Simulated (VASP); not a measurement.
# Hf2Si (Fm-3m) in VASP: relaxation of cell and atoms with r2SCAN

Aim: the relaxation of cell and atoms of Hf2Si with r2SCAN.

Program: VASP 6.6.1. These are calculated values, not measurements. Logs are shortened: lines on timing, memory, paths and dates and some standing lists are left out, and cuts for length are marked.

## 1. The cell of the first run

The structure is cubic, space group Fm-3m (No. 225). Conventional cell: a = 6.277 Å, b = 6.277 Å, c = 6.277 Å, α = 90.00°, β = 90.00°, γ = 90.00°. Within 3.6 Å of Hf (site symmetry -43m) lie 4 Si at 2.72 Å and 6 Hf at 3.14 Å. Within 3.6 Å of Si (site symmetry m-3m) lie 8 Hf at 2.72 Å.

## 2. Relaxation of cell and atoms, r2SCAN

The input, POSCAR:

```
Hf2Si
1.0
    0.0000000000      3.1383521854      3.1383521854
    3.1383521854      0.0000000000      3.1383521854
    3.1383521854      3.1383521854      0.0000000000
Hf Si
2 1
Direct
    0.2500000000      0.2500000000      0.2500000000
    0.7500000000      0.7500000000      0.7500000000
    0.0000000000      0.0000000000      0.0000000000
```

The input, INCAR.step1:

```
SYSTEM = Hf2Si
PREC = Accurate
ENCUT = 600
ISMEAR = 0
SIGMA = 0.1
LREAL = .False.
LASPH = .True.
NELM = 100
GGA = PE
ALGO = Normal
EDIFF = 1E-4
LWAVE = .True.
LCHARG = .False.
```

The input, INCAR.step2:

```
SYSTEM = Hf2Si
PREC = Accurate
ENCUT = 600
EDIFF = 1E-6
ISMEAR = 0
SIGMA = 0.1
LREAL = .False.
LASPH = .True.
NELM = 100
ALGO = Normal
ISIF = 3
LWAVE = .False.
LCHARG = .False.
METAGGA = R2SCAN
LMIXTAU = .True.
IBRION = 2
NSW = 100
EDIFFG = -0.01
ISTART = 1
```

The input, KPOINTS:

```
Automatic mesh
0
Gamma
  12 12 12
  0 0 0
```

Potentials or basis: VASP PAW PBE potentials, release 64 (Hf_pv, Si).

Command:

```sh
$ cat potpaw_PBE.64/Hf_pv/POTCAR potpaw_PBE.64/Si/POTCAR > POTCAR
$ cp INCAR.step1 INCAR
$ mpirun -np 1 vasp_std > vasp.out
$ cp INCAR.step2 INCAR
$ mpirun -np 1 vasp_std > vasp.out
```

OUTCAR:

```text
SYSTEM = Hf2Si
   PREC = Accurate
   ENCUT = 600
   EDIFF = 1E-6
   ISMEAR = 0
   LREAL = .False.
   LASPH = .True.
   NELM = 100
   ISIF = 3
   METAGGA = R2SCAN
   IBRION = 2
   NSW = 100
   EDIFFG = -0.01
   ISTART = 1

 ion  position               nearest neighbor table
   1  0.250  0.250  0.250-   3 2.72   3 2.72   3 2.72   3 2.72   2 3.14   2 3.14   2 3.14   2 3.14
                             2 3.14   2 3.14
   2  0.750  0.750  0.750-   3 2.72   3 2.72   3 2.72   3 2.72   1 3.14   1 3.14   1 3.14   1 3.14
                             1 3.14   1 3.14
   3  0.000  0.000  0.000-   2 2.72   2 2.72   2 2.72   1 2.72   1 2.72   1 2.72   2 2.72   1 2.72

  LATTYP: Found a face centered cubic cell.
 ALAT       =     6.2767043708

  Lattice vectors:

 A1 = (   0.0000000000,   3.1383521854,   3.1383521854)
 A2 = (   3.1383521854,   0.0000000000,   3.1383521854)
 A3 = (   3.1383521854,   3.1383521854,   0.0000000000)

Analysis of symmetry for initial positions (statically):
=====================================================================
 Subroutine PRICEL returns:
 Original cell was already a primitive cell.

 Routine SETGRP: Setting up the symmetry group for a
 face centered cubic supercell.

 Subroutine GETGRP returns: Found 48 space group operations
 (whereof 48 operations were pure point group operations)
 out of a pool of 48 trial point group operations.

The static configuration has the point symmetry O_h .

Analysis of symmetry for dynamics (positions and initial velocities):
=====================================================================
 Subroutine PRICEL returns:
 Original cell was already a primitive cell.

 Routine SETGRP: Setting up the symmetry group for a
 face centered cubic supercell.

 Subroutine GETGRP returns: Found 48 space group operations
 (whereof 48 operations were pure point group operations)
 out of a pool of 48 trial point group operations.

The dynamic configuration has the point symmetry O_h .

 Subroutine INISYM returns: Found 48 space group operations
 (whereof 48 operations are pure point group operations),
 and found     1 'primitive' translations

----------------------------------------------------------------------------------------

                                     Primitive cell

  volume of cell :      61.8209

  direct lattice vectors                    reciprocal lattice vectors
     0.000000000  3.138352185  3.138352185    -0.159319277  0.159319277  0.159319277
     3.138352185  0.000000000  3.138352185     0.159319277 -0.159319277  0.159319277
     3.138352185  3.138352185  0.000000000     0.159319277  0.159319277 -0.159319277

  length of vectors
     4.438300224  4.438300224  4.438300224     0.275949082  0.275949082  0.275949082

  position of ions in fractional coordinates (direct lattice)
     0.250000000  0.250000000  0.250000000
     0.750000000  0.750000000  0.750000000
     0.000000000  0.000000000  0.000000000

  ion indices of the primitive-cell ions
   primitive index   ion index
                 1           1
                 2           2
                 3           3

----------------------------------------------------------------------------------------

 KPOINTS: Automatic mesh

Automatic generation of k-mesh.
 Grid dimensions read from file:
 generate k-points for:   12   12   12

 Generating k-lattice:

  Cartesian coordinates                     Fractional coordinates (reciprocal lattice)
    -0.013276606  0.013276606  0.013276606     0.083333333  0.000000000  0.000000000
     0.013276606 -0.013276606  0.013276606     0.000000000  0.083333333  0.000000000
     0.013276606  0.013276606 -0.013276606     0.000000000  0.000000000  0.083333333

  Length of vectors
     0.022995757  0.022995757  0.022995757

  Shift w.r.t. Gamma in fractional coordinates (k-lattice)
     0.000000000  0.000000000  0.000000000

 Subroutine IBZKPT returns following result:
 ===========================================

 Found     72 irreducible k-points:

 Following reciprocal coordinates:
            Coordinates               Weight
  0.000000  0.000000  0.000000      1.000000
  0.083333  0.000000  0.000000      8.000000
  0.166667  0.000000  0.000000      8.000000
  0.250000  0.000000  0.000000      8.000000
  0.333333  0.000000  0.000000      8.000000
  0.416667  0.000000  0.000000      8.000000
[... 16 lines left out ...]
  0.500000  0.166667  0.000000     24.000000
 -0.416667  0.166667  0.000000     24.000000
 [... further k-points ...]
   k-points           NKPTS =     72   k-points in BZ     NKDIM =     72   number of bands    NBANDS=     16
   number of dos      NEDOS =    301   number of ions     NIONS =      3
   total plane-waves  NPLWV =  46656
   dimension x,y,z NGX =    36 NGY =   36 NGZ =   36
   dimension x,y,z NGXF=    72 NGYF=   72 NGZF=   72
   ions per type =               2   1
   NGX,Y,Z   is equivalent  to a cutoff of  13.48, 13.48, 13.48 a.u.
   NGXF,Y,Z  is equivalent  to a cutoff of  26.97, 26.97, 26.97 a.u.
 SYSTEM =  Hf2Si
   PREC   = accura    normal or accurate (medium, high low for compatibility)
   ISTART =      1    job   : 0-new  1-cont  2-samecut
   ICHARG =      0    charge: 1-file 2-atom 10-const
   ISPIN  =      1    spin polarized calculation?
   LNONCOLLINEAR =      F non collinear calculations
   LSORBIT =      F    spin-orbit coupling
   LASPH  =      T    aspherical Exc in radial PAW
   ENCUT  =  600.0 eV  44.10 Ry    6.64 a.u.   8.86  8.86  8.86*2*pi/ulx,y,z
   NELM   =    100;   NELMIN=  2; NELMDL=  0     # of ELM steps
   EDIFF  = 0.1E-05   stopping-criterion for ELM
   LREAL  =      F    real-space projection
   EDIFFG = -.1E-01   stopping-criterion for IOM
   NSW    =    100    number of steps for IOM
   IBRION =      2    ionic relax: 0-MD 1-quasi-New 2-CG
   NFREE  =      1    steps in history (QN), initial steepest desc. (CG)
   ISIF   =      3    stress and relaxation
   ISYM   =      2    0-nonsym 1-usesym 2-fastsym
   POTIM  = 0.5000    time-step for ionic-motion
   TEBEG  =    0.0;   TEEND  =   0.0 temperature during run
   PSTRESS=    0.0 pullay stress
   NELECT =      24.0000    total number of electrons
   NUPDOWN=      -1.0000    fix difference up-down
   EMIN   =  10.00;   EMAX   =-10.00  energy-range for DOS
   EFERMI =   0.00;   METHOD = LEGACY
   ISMEAR =     0;   SIGMA  =   0.10  broadening in eV -4-tet -1-fermi 0-gaus
   EFERMI_NEDOS =   21; number of points for ismear=-14 and -15
   IALGO  =     38    algorithm
   IMIX   =      4    mixing-type and parameters
     AMIX     =   0.40;   BMIX     =  1.00
     AMIX_MAG =   1.60;   BMIX_MAG =  1.00
  volume/ion in A,a.u.               =      20.61       139.06
  Fermi-wavevector in a.u.,A,eV,Ry     =   1.194264  2.256831 19.405524  1.426266
  Thomas-Fermi vector in A             =   2.330258
   LORBIT       =      0    0 simple, 1 ext, 2 COOP (PROOUT), +10 PAW based schemes
   METAGGA = R2SCAN    functional components
   LHFCALC =     F    Hartree Fock is set to
   AEXX    =    0.0000 exact exchange contribution
   IVDW    =     0    specifies the selected vdW correction
   LEPSILON=     F    determine dielectric tensor
   LRPA    =     F    only Hartree local field effects (RPA)
 conjugate gradient relaxation of ions
 non-spin polarized calculation
 Gauss-broadening in eV      SIGMA  =   0.10
  energy-cutoff  :      600.00
  volume of cell :       61.82
 maximum number of plane-waves:      2085
   NGX = 17   NGY = 17   NGZ = 17

--------------------------------------- Ionic step        1  -------------------------------------------

 number of electron      24.0000002 magnetization

 Free energy of the ion-electron system (eV)
  ---------------------------------------------------
  ext. energy  EPLUGINS =         0.00000000
  ---------------------------------------------------
  free energy    TOTEN  =       -99.93886259 eV

  energy without entropy =      -99.92378075  energy(sigma->0) =      -99.93132167

------------------------ aborting loop because EDIFF is reached ----------------------------------------

  FORCE on cell =-STRESS in cart. coord.  units (eV):
  Direction    XX          YY          ZZ          XY          YZ          ZX
  --------------------------------------------------------------------------------------
  -------------------------------------------------------------------------------------
  Total       -0.1379629     -0.1379629     -0.1379629      0.0000000     -0.0000000      0.0000000
  in kB       -3.5755086     -3.5755086     -3.5755086      0.0000000     -0.0000000      0.0000000
  external PRESSURE =      -3.5755086 kB  Pullay stress =       0.0000000 kB
[... 59 lines left out ...]
  energy  without entropy=      -99.9237163221  energy(sigma->0) =      -99.93121095

--------------------------------------- Ionic step        3  -------------------------------------------

 number of electron      24.0000002 magnetization

 Free energy of the ion-electron system (eV)
  ---------------------------------------------------
  ext. energy  EPLUGINS =         0.00000000
  ---------------------------------------------------
  free energy    TOTEN  =       -99.93905913 eV

  energy without entropy =      -99.92401830  energy(sigma->0) =      -99.93153872

 E-fermi :   5.3977     XC(G=0): -11.6686

 val. band max:        5.3968898839   @ k =  -0.4167   0.3333   0.0833
 cond. band min:       5.4190822022   @ k =  -0.3333   0.1667   0.0000
 fundamental gap:      0.0221923183
 Fermi energy:         5.3977161735

 k-point     1 :       0.0000    0.0000    0.0000
  band No.  band energies     occupation
      1     -26.4080      2.00000
      2     -26.4080      2.00000
      3     -26.4079      2.00000
      4     -26.0223      2.00000
      5     -26.0223      2.00000
      6     -26.0223      2.00000
[... 8 lines left out ...]
     15       9.8566      0.00000
     16       9.8566      0.00000
[... 420 lines left out ...]
  band No.  band energies     occupation
      1     -26.4258      2.00000
      2     -26.3184      2.00000
      3     -26.3022      2.00000
      4     -26.1607      2.00000
      5     -26.1469      2.00000
      6     -26.0387      2.00000
[... 8 lines left out ...]
     15       6.9230      0.00000
     16       8.0021      0.00000

 [... further k-points ...]

------------------------ aborting loop because EDIFF is reached ----------------------------------------

  FORCE on cell =-STRESS in cart. coord.  units (eV):
  Direction    XX          YY          ZZ          XY          YZ          ZX
  --------------------------------------------------------------------------------------
  -------------------------------------------------------------------------------------
  Total       -0.0010220     -0.0010220     -0.0010220     -0.0000000     -0.0000000      0.0000000
  in kB       -0.0265616     -0.0265616     -0.0265616     -0.0000000     -0.0000000      0.0000000
  external PRESSURE =      -0.0265616 kB  Pullay stress =       0.0000000 kB
[... 18 lines left out ...]
  FREE ENERGIE OF THE ION-ELECTRON SYSTEM (eV)
  ---------------------------------------------------
  free  energy   TOTEN  =       -99.9390591345 eV

  energy  without entropy=      -99.9240183044  energy(sigma->0) =      -99.93153872

 reached required accuracy - stopping structural energy minimisation
```

It took 8 min on 1 thread of AMD EPYC 9R45 (Zen 5), shared host; peak memory 0.25 GiB.

What came out:

```
Free energy                           : -99.9391 eV
Relaxed volume                        : 20.55 Å³/atom
Relaxed cell                          : a = 4.434 Å, b = 4.434 Å, c = 4.434 Å, α = 60.00°, β = 60.00°, γ = 60.00°
Space group after relaxing (to 0.1 Å) : Fm-3m (No. 225)
Energy gained by relaxing             : 0.1 meV/atom
Ionic steps                           : 3
Pressure after relaxing               : 0.0 GPa
Band gap on the k mesh                : zero (bands 12 and 13 overlap by 1.17 eV)
```

Step by step:
| step | energy change (eV) | largest force (eV/Å) | pressure (GPa) | volume (Å³) |
| --- | --- | --- | --- | --- |
| 1 | 0.0000 | 0.0000 | -0.36 | 61.82 |
| 2 | 0.0002 | 0.0000 | 0.49 | 61.41 |
| 3 | -0.0002 | 0.0000 | 0.00 | 61.64 |

Final structure:
```
Hf Si
1.0
     0.00000    3.13536    3.13536
     3.13536    0.00000    3.13536
     3.13536    3.13536    0.00000
Hf Si
2 1
Direct
  0.25000 0.25000 0.25000
  0.75000 0.75000 0.75000
  0.00000 0.00000 0.00000
```

Levels at points of the mesh, in eV from the Fermi level:
```csv
k point,band 9,band 10,band 11,band 12,band 13,band 14,band 15,band 16
"(0.00, 0.00, 0.00)",-3.64,-3.64,-1.70,-1.70,1.92,4.46,4.46,4.46
"(0.50, 0.00, 0.00)",-2.67,-2.67,0.10,0.10,0.86,1.26,1.79,1.79
"(0.50, 0.50, 0.00)",-1.90,-1.76,-1.76,-1.54,-0.54,2.45,2.45,2.83
```

Caveat: the PAW data sets were made with another functional, which shifts forces and pressure a little; spin-orbit coupling is left out, which moves the levels of the heavy elements.

The gap in the log of VASP goes by the Fermi energy; the results here count the filled bands.